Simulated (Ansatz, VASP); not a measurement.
## Ca in VASP and in Ansatz

```xyz
1
Lattice="0.0000 2.7660 2.7660 2.7660 0.0000 2.7660 2.7660 2.7660 0.0000" Properties=species:S:1:pos:R:3 pbc="T T T"
Ca    0.0000    0.0000    0.0000
```

Change from the starting cell: volume scaled by 0.97.

Alike in both runs: task single point; functional PBE; k mesh 11 × 11 × 11; occupations fermi-dirac, width 0.05 eV; no spin polarisation.

|  | VASP | Ansatz |
| --- | --- | --- |
| version | VASP 6.6.1 | Ansatz 0.2.0 |
| potentials or method | VASP PAW PBE potentials, release 64 (Ca_sv), cutoff 520 eV | all-electron LAPW, scalar-relativistic |

```tsv
	VASP	Ansatz	Ansatz less VASP
pressure (GPa)	-0.1	-0.1	0.00
```

Ansatz ran all-electron here, and VASP with PAW potentials.
